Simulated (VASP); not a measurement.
# Ba (Im-3m) in VASP: further runs

The runs below take Ba through single point, with PBE.

Program: VASP 6.6.1. These are calculated values, not measurements. Logs are shortened: lines on timing, memory, paths and dates and some standing lists are left out, and cuts for length are marked.

## 1. The cell of the first run

Symmetry: Im-3m, No. 229, cubic system. Conventional cell: a = 5.075 Å, b = 5.075 Å, c = 5.075 Å, α = 90.00°, β = 90.00°, γ = 90.00°. Ba (site symmetry m-3m) has 14 Ba at 4.40 to 5.08 Å within 5.8 Å.

## 2. Single point, PBE (strain +0.015 along x and y, +0.015 along z)

INCAR reads:

```
ALGO = Normal
EDIFF = 1E-7
ENCUT = 520
GGA = PE
ISIF = 2
ISMEAR = 0
LASPH = True
LCHARG = False
LREAL = False
LWAVE = False
NBANDS = 11
NELM = 60
PREC = Accurate
SIGMA = 0.15
```

KPOINTS reads:

```
k-points
0
Gamma
  14 14 14
```

POSCAR reads:

```
Ba
1.0
   -2.5375000000      2.5375000000      2.5375000000
    2.5375000000     -2.5375000000      2.5375000000
    2.5375000000      2.5375000000     -2.5375000000
Ba
1
Direct
    0.0000000000      0.0000000000      0.0000000000
```

Potentials or basis: VASP PAW PBE potentials, release 64 (Ba_sv).

The run is started by

```console
cat potpaw_PBE.64/Ba_sv/POTCAR > POTCAR
mpirun -np 1 vasp_std > vasp.out
```

OUTCAR:

```text
EDIFF = 1E-7
   ENCUT = 520
   GGA = PE
   ISIF = 2
   ISMEAR = 0
   LASPH = True
   LREAL = False
   NELM = 60
   PREC = Accurate

 ion  position               nearest neighbor table
   1  0.000  0.000  0.000-

  LATTYP: Found a body centered cubic cell.
 ALAT       =     5.0750000000

  Lattice vectors:

 A1 = (  -2.5375000000,   2.5375000000,   2.5375000000)
 A2 = (   2.5375000000,  -2.5375000000,   2.5375000000)
 A3 = (   2.5375000000,   2.5375000000,  -2.5375000000)

Analysis of symmetry for initial positions (statically):
=====================================================================
 Subroutine PRICEL returns:
 Original cell was already a primitive cell.

 Routine SETGRP: Setting up the symmetry group for a
 body centered cubic supercell.

 Subroutine GETGRP returns: Found 48 space group operations
 (whereof 48 operations were pure point group operations)
 out of a pool of 48 trial point group operations.

The static configuration has the point symmetry O_h .

Analysis of symmetry for dynamics (positions and initial velocities):
=====================================================================
 Subroutine PRICEL returns:
 Original cell was already a primitive cell.

 Routine SETGRP: Setting up the symmetry group for a
 body centered cubic supercell.

 Subroutine GETGRP returns: Found 48 space group operations
 (whereof 48 operations were pure point group operations)
 out of a pool of 48 trial point group operations.

The dynamic configuration has the point symmetry O_h .

 Subroutine INISYM returns: Found 48 space group operations
 (whereof 48 operations are pure point group operations),
 and found     1 'primitive' translations

----------------------------------------------------------------------------------------

                                     Primitive cell

  volume of cell :      65.3549

  direct lattice vectors                    reciprocal lattice vectors
    -2.537500000  2.537500000  2.537500000     0.000000000  0.197044335  0.197044335
     2.537500000 -2.537500000  2.537500000     0.197044335  0.000000000  0.197044335
     2.537500000  2.537500000 -2.537500000     0.197044335  0.197044335  0.000000000

  length of vectors
     4.395078924  4.395078924  4.395078924     0.278662771  0.278662771  0.278662771

  position of ions in fractional coordinates (direct lattice)
     0.000000000  0.000000000  0.000000000

  ion indices of the primitive-cell ions
   primitive index   ion index
                 1           1

----------------------------------------------------------------------------------------

 KPOINTS: k-points

Automatic generation of k-mesh.
 Grid dimensions read from file:
 generate k-points for:   14   14   14

 Generating k-lattice:

  Cartesian coordinates                     Fractional coordinates (reciprocal lattice)
     0.000000000  0.014074595  0.014074595     0.071428571  0.000000000  0.000000000
     0.014074595  0.000000000  0.014074595     0.000000000  0.071428571  0.000000000
     0.014074595  0.014074595  0.000000000     0.000000000  0.000000000  0.071428571

  Length of vectors
     0.019904484  0.019904484  0.019904484

  Shift w.r.t. Gamma in fractional coordinates (k-lattice)
     0.000000000  0.000000000  0.000000000

 Subroutine IBZKPT returns following result:
 ===========================================

 Found    104 irreducible k-points:

 Following reciprocal coordinates:
            Coordinates               Weight
  0.000000  0.000000  0.000000      1.000000
  0.071429  0.000000  0.000000     12.000000
  0.142857  0.000000  0.000000     12.000000
  0.214286  0.000000  0.000000     12.000000
  0.285714  0.000000  0.000000     12.000000
  0.357143  0.000000  0.000000     12.000000
[... 16 lines left out ...]
  0.285714  0.285714  0.000000     24.000000
  0.357143  0.285714  0.000000     24.000000
 [... further k-points ...]
   k-points           NKPTS =    104   k-points in BZ     NKDIM =    104   number of bands    NBANDS=     11
   number of dos      NEDOS =    301   number of ions     NIONS =      1
   total plane-waves  NPLWV =  46656
   dimension x,y,z NGX =    36 NGY =   36 NGZ =   36
   dimension x,y,z NGXF=    72 NGYF=   72 NGZF=   72
   ions per type =               1
   NGX,Y,Z   is equivalent  to a cutoff of  13.62, 13.62, 13.62 a.u.
   NGXF,Y,Z  is equivalent  to a cutoff of  27.23, 27.23, 27.23 a.u.
 SYSTEM =  unknown system
   PREC   = accura    normal or accurate (medium, high low for compatibility)
   ISTART =      0    job   : 0-new  1-cont  2-samecut
   ICHARG =      2    charge: 1-file 2-atom 10-const
   ISPIN  =      1    spin polarized calculation?
   LNONCOLLINEAR =      F non collinear calculations
   LSORBIT =      F    spin-orbit coupling
   LASPH  =      T    aspherical Exc in radial PAW
   ENCUT  =  520.0 eV  38.22 Ry    6.18 a.u.   8.17  8.17  8.17*2*pi/ulx,y,z
   NELM   =     60;   NELMIN=  2; NELMDL= -5     # of ELM steps
   EDIFF  = 0.1E-06   stopping-criterion for ELM
   LREAL  =      F    real-space projection
   EDIFFG = 0.1E-05   stopping-criterion for IOM
   NSW    =      0    number of steps for IOM
   IBRION =     -1    ionic relax: 0-MD 1-quasi-New 2-CG
   NFREE  =      0    steps in history (QN), initial steepest desc. (CG)
   ISIF   =      2    stress and relaxation
   ISYM   =      2    0-nonsym 1-usesym 2-fastsym
   POTIM  = 0.5000    time-step for ionic-motion
   TEBEG  =    0.0;   TEEND  =   0.0 temperature during run
   PSTRESS=    0.0 pullay stress
   NELECT =      10.0000    total number of electrons
   NUPDOWN=      -1.0000    fix difference up-down
   EMIN   =  10.00;   EMAX   =-10.00  energy-range for DOS
   EFERMI =   0.00;   METHOD = LEGACY
   ISMEAR =     0;   SIGMA  =   0.15  broadening in eV -4-tet -1-fermi 0-gaus
   EFERMI_NEDOS =   21; number of points for ismear=-14 and -15
   IALGO  =     38    algorithm
   IMIX   =      4    mixing-type and parameters
     AMIX     =   0.40;   BMIX     =  1.00
     AMIX_MAG =   1.60;   BMIX_MAG =  1.00
  volume/ion in A,a.u.               =      65.35       441.04
  Fermi-wavevector in a.u.,A,eV,Ry     =   0.875620  1.654681 10.431717  0.766710
  Thomas-Fermi vector in A             =   1.995316
   LORBIT       =      0    0 simple, 1 ext, 2 COOP (PROOUT), +10 PAW based schemes
   GGA     = PE    functional components
   LHFCALC =     F    Hartree Fock is set to
   AEXX    =    0.0000 exact exchange contribution
   IVDW    =     0    specifies the selected vdW correction
   LEPSILON=     F    determine dielectric tensor
   LRPA    =     F    only Hartree local field effects (RPA)
 non-spin polarized calculation
 Gauss-broadening in eV      SIGMA  =   0.15
  energy-cutoff  :      520.00
  volume of cell :       65.35
 maximum number of plane-waves:      1830
 NGX is ok and might be reduce to    36
   NGX = 17   NGY = 17   NGZ = 17

 number of electron      10.0000000 magnetization

 Free energy of the ion-electron system (eV)
  ---------------------------------------------------
  ext. energy  EPLUGINS =         0.00000000
  ---------------------------------------------------
  free energy    TOTEN  =        -1.91373686 eV

  energy without entropy =       -1.89988407  energy(sigma->0) =       -1.90681046

 E-fermi :   1.5254     XC(G=0):  -7.2930

 val. band max:        1.4937629527   @ k =  -0.4286  -0.4286   0.2143
 cond. band min:       1.5294224316   @ k =   0.5000   0.5000   0.2857
 fundamental gap:      0.0356594790
 Fermi energy:         1.5253558453

 k-point     1 :       0.0000    0.0000    0.0000
  band No.  band energies     occupation
      1     -27.4211      2.00000
      2     -12.3897      2.00000
      3     -12.3897      2.00000
      4     -12.3897      2.00000
      5      -1.2039      2.00000
      6       3.3157      0.00000
      7       3.3157      0.00000
      8       3.3157      0.00000
      9       4.6690      0.00000
     10       4.6690      0.00000
     11       8.3553      0.00000

 k-point     2 :       0.0714    0.0000    0.0000
  band No.  band energies     occupation
      1     -27.4193      2.00000
      2     -12.4114      2.00000
      3     -12.3964      2.00000
      4     -12.3899      2.00000
      5      -1.1119      2.00000
      6       3.2394      0.00000
      7       3.2772      0.00000
      8       3.4089      0.00000
      9       4.5408      0.00000
     10       4.6631      0.00000
     11       8.4607      0.00000

 k-point     3 :       0.1429    0.0000    0.0000
  band No.  band energies     occupation
      1     -27.4142      2.00000
      2     -12.4710      2.00000
      3     -12.4151      2.00000
      4     -12.3902      2.00000
      5      -0.8484      2.00000
      6       3.0449      0.00000
      7       3.1114      0.00000
      8       3.6851      0.00000
      9       4.3682      0.00000
     10       4.6601      0.00000
     11       8.7028      0.00000

 k-point     4 :       0.2143    0.0000    0.0000
  band No.  band energies     occupation
      1     -27.4069      2.00000
      2     -12.5551      2.00000
      3     -12.4419      2.00000
      4     -12.3906      2.00000
      5      -0.4523      2.00000
      6       2.8012      0.00000
      7       2.8129      0.00000
      8       4.1340      0.00000
      9       4.3745      0.00000
     10       4.6914      0.00000
     11       8.7741      0.00000
[... 239 lines left out ...]
 k-point    22 :       0.3571    0.2143    0.0000
  band No.  band energies     occupation
      1     -27.3815      2.00000
      2     -12.7400      2.00000
      3     -12.5847      2.00000
      4     -12.4333      2.00000
      5       1.2092      1.99712
      6       2.1056      0.00000
      7       2.2889      0.00000
      8       4.5478      0.00000
      9       5.1524      0.00000
     10       6.6064      0.00000
     11       7.0428      0.00000

 k-point    23 :       0.2857    0.2857    0.0000
  band No.  band energies     occupation
      1     -27.3811      2.00000
      2     -12.7177      2.00000
      3     -12.6090      2.00000
      4     -12.4384      2.00000
      5       1.3939      1.78471
      6       1.9529      0.00006
      7       2.2531      0.00000
      8       4.6802      0.00000
      9       5.0072      0.00000
     10       6.4543      0.00000
     11       7.1476      0.00000

 k-point    24 :       0.3571    0.2857    0.0000
  band No.  band energies     occupation
      1     -27.3800      2.00000
      2     -12.7020      2.00000
      3     -12.6394      2.00000
      4     -12.4405      2.00000
      5       1.5367      0.91455
      6       2.0248      0.00000
      7       2.1015      0.00000
      8       4.7724      0.00000
      9       5.0513      0.00000
     10       6.1220      0.00000
     11       7.5432      0.00000

 [... further k-points ...]
[... 5 lines left out ...]
  --------------------------------------------------------------------------------------
  -------------------------------------------------------------------------------------
  Total       -0.0921504     -0.0921504     -0.0921504     -0.0000000     -0.0000000     -0.0000000
  in kB       -2.2590709     -2.2590709     -2.2590709     -0.0000000     -0.0000000     -0.0000000
  external PRESSURE =      -2.2590709 kB  Pullay stress =       0.0000000 kB

 VOLUME and BASIS-vectors are now :
 -----------------------------------------------------------------------------
  energy-cutoff  :      520.00
  volume of cell :       65.35
      direct lattice vectors                 reciprocal lattice vectors
    -2.537500000  2.537500000  2.537500000     0.000000000  0.197044335  0.197044335
     2.537500000 -2.537500000  2.537500000     0.197044335  0.000000000  0.197044335
     2.537500000  2.537500000 -2.537500000     0.197044335  0.197044335  0.000000000

 POSITION                                       TOTAL-FORCE (eV/Angst)
 -----------------------------------------------------------------------------------
      0.00000      0.00000      0.00000        -0.000000      0.000000     -0.000000
 -----------------------------------------------------------------------------------
    total drift:                                0.000000      0.000000      0.000000

  FREE ENERGIE OF THE ION-ELECTRON SYSTEM (eV)
  ---------------------------------------------------
  free  energy   TOTEN  =        -1.9137368625 eV

  energy  without entropy=       -1.8998840661  energy(sigma->0) =       -1.90681046
```

Run time: 28 s. Hardware: 1 thread of AMD EPYC 9R45 (Zen 5), shared host; peak memory 0.21 GiB.

What came out:

```yaml
Free_energy: -1.9137 eV
Pressure: -0.2 GPa
Band_gap_on_the_k_mesh: zero (bands 5 and 6 overlap by 0.88 eV)
```

Caveat: the cell differs from its parent crystal (strain +0.015 along x and y, +0.015 along z); spin-orbit coupling is left out, which moves the levels of the heavy elements.

## 3. Single point, PBE (strain +0.030 along x and y, +0.030 along z)

INCAR reads:

```
SYSTEM = Ba
ALGO = Normal
EDIFF = 1E-7
ENCUT = 520
GGA = PE
ISIF = 2
ISMEAR = 0
LASPH = .True.
LCHARG = .False.
LREAL = .False.
LWAVE = .False.
NBANDS = 11
NELM = 60
PREC = Accurate
SIGMA = 0.15
```

KPOINTS reads:

```
k-points
0
Gamma
  14 14 14
  0 0 0
```

POSCAR reads:

```
Ba
1.0
   -2.5750000000      2.5750000000      2.5750000000
    2.5750000000     -2.5750000000      2.5750000000
    2.5750000000      2.5750000000     -2.5750000000
Ba
1
Direct
    0.0000000000      0.0000000000      0.0000000000
```

Potentials or basis: VASP PAW PBE potentials, release 64 (Ba_sv).

The run is started by

```console
cat potpaw_PBE.64/Ba_sv/POTCAR > POTCAR
mpirun -np 1 vasp_std > vasp.out
```

Run time: 28 s. Hardware: 1 thread of AMD EPYC 9R45 (Zen 5), shared host; peak memory 0.21 GiB.

The run converged. Its results:

```yaml
Free_energy: -1.9065 eV
Pressure: -0.6 GPa
Band_gap_on_the_k_mesh: zero (bands 5 and 6 overlap by 0.80 eV)
```

Levels at points of the mesh, in eV from the Fermi level:
```csv
k point,band 2,band 3,band 4,band 5,band 6,band 7,band 8,band 9
"(0.00, 0.00, 0.00)",-14.02,-14.02,-14.02,-2.71,1.74,1.74,1.74,3.03
"(0.50, 0.00, 0.00)",-14.37,-14.13,-14.02,-0.84,0.69,1.02,2.97,3.52
"(0.50, 0.50, 0.50)",-14.27,-14.27,-14.27,-0.44,-0.44,3.98,3.98,3.98
```

Caveat: the cell differs from its parent crystal (strain +0.030 along x and y, +0.030 along z); spin-orbit coupling is left out, which moves the levels of the heavy elements.

The gap in the log of VASP goes by the Fermi energy; the results here count the filled bands.